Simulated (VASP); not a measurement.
A run of VASP 6.6.1 is set up as follows.

File INCAR:

```
PREC     = Accurate       # precision mode
ENCUT    = 600            # plane-wave cutoff, eV
EDIFF    = 1E-7           # SCF threshold, eV
ISMEAR   = 0              # smearing method
SIGMA    = 0.1            # smearing width, eV
LREAL    = False          # projectors in reciprocal space
LASPH    = True           # aspherical terms in the spheres
NELM     = 80             # most SCF steps
ALGO     = Normal         # electronic algorithm
ISIF     = 3              # what is computed and relaxed
LWAVE    = False          # write WAVECAR
LCHARG   = False          # write CHGCAR
IBRION   = 2              # ionic algorithm
NSW      = 100            # ionic steps
EDIFFG   = -0.005         # ionic threshold
```

Contents of KPOINTS:

```
Automatic mesh
0
Gamma
  18 18 14
```

File POSCAR:

```
TaN
1.0
    2.9050812121      0.0000000000      0.0000000000
   -1.4525406060      2.5158741297      0.0000000000
    0.0000000000      0.0000000000      2.8555203368
Ta N
1 1
Direct
    0.3333333333      0.6666666667      0.5000000000
    0.0000000000      0.0000000000      0.0000000000
```

Potentials or basis: VASP PAW LDA potentials, release 64 (Ta_pv, N).

The run is started by

```sh
$ cat potpaw_LDA.64/Ta_pv/POTCAR potpaw_LDA.64/N/POTCAR > POTCAR
$ mpirun -np 1 vasp_std > vasp.out
```

(1) What does it give for the space group after relaxing (to 0.1 Å)?

(2) What does it give for the relaxed cell?

(3) Estimate the relaxed volume.

(4) What does it give for the band gap on the k mesh?

Results:

(1) P-6m2 (No. 187).

(2) a = 2.912 Å, b = 2.912 Å, c = 2.856 Å, α = 90.00°, β = 90.00°, γ = 120.00°.

(3) 10.49 Å³/atom.

(4) zero (bands 8 and 9 overlap by 0.37 eV).

Caveat: spin-orbit coupling is left out, which moves the levels of the heavy elements.
